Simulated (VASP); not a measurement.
Wanted: the native input for a VASP 6.6.1 run.

```
Task                   : single point
Functional             : PBE
Potentials or basis    : VASP PAW PBE potentials, release 64 (In_d, Ga_d, As)
Cutoff                 : 520 eV
k mesh                 : 6 × 6 × 2
Occupations            : gaussian, width 0.2 eV
Spin                   : no spin polarisation
Dipole correction      : no
Further INCAR settings : ALGO = Normal; EDIFF = 1e-07; NBANDS = 66
```

The structure of InGa5As6 lies in POSCAR:

```
InGa5As6
1.0
    4.1097933000      0.0000000000      0.0000000000
    0.0000000000      4.1097933000      0.0000000000
    0.0000000000      0.0000000000     17.5117382000
In Ga As
1 5 6
Direct
    0.5000000000      0.5000000000      0.5000000000
    0.0000000000      0.0000000000      0.0000000000
    0.5000000000      0.5000000000      0.1624480000
    0.0000000000      0.0000000000      0.3249870000
    0.0000000000      0.0000000000      0.6750130000
    0.5000000000      0.5000000000      0.8375520000
    0.5000000000      0.0000000000      0.2436620000
    0.0000000000      0.5000000000      0.4055600000
    0.5000000000      0.0000000000      0.5944400000
    0.0000000000      0.5000000000      0.7563380000
    0.5000000000      0.0000000000      0.9187870000
    0.0000000000      0.5000000000      0.0812130000
```

These files were run (other wordings do the same):

INCAR

```
SYSTEM = InGa5As6
PREC     = Accurate       ! precision mode
ENCUT    = 520            ! plane-wave cutoff, eV
EDIFF    = 1E-7           ! SCF threshold, eV
ISMEAR   = 0              ! smearing method
SIGMA    = 0.2            ! smearing width, eV
LREAL    = .FALSE.        ! projectors in reciprocal space
LASPH    = .TRUE.         ! aspherical terms in the spheres
NELM     = 80             ! most SCF steps
ALGO     = Normal         ! electronic algorithm
ISIF     = 2              ! what is computed and relaxed
LWAVE    = .FALSE.        ! write WAVECAR
LCHARG   = .TRUE.         ! write CHGCAR
GGA      = PE             ! functional
LELF     = .TRUE.         ! ELF
LVHAR    = .TRUE.       
NBANDS   = 66             ! bands
```

KPOINTS

```
regular mesh
0
G
  6 6 2
  0 0 0
```

Potentials or basis: VASP PAW PBE potentials, release 64 (In_d, Ga_d, As).

Command:

```bash
$ cat potpaw_PBE.64/In_d/POTCAR potpaw_PBE.64/Ga_d/POTCAR potpaw_PBE.64/As/POTCAR > POTCAR
$ mpirun -np 1 vasp_std > vasp.out
```

Results of the run:

| Property | Result |
| --- | --- |
| Pressure | 0.2 GPa |
| Largest force | 0.013 eV/Å |
| Band gap on the k mesh | zero (filled and empty bands touch) |

Caveat: semilocal functionals underestimate gaps, so a narrow gap can read as zero; spin-orbit coupling is left out, which moves the levels of the heavy elements.

It took 16 min on 1 thread of Intel Xeon 8259CL, on a shared host, peak memory 0.58 GiB.
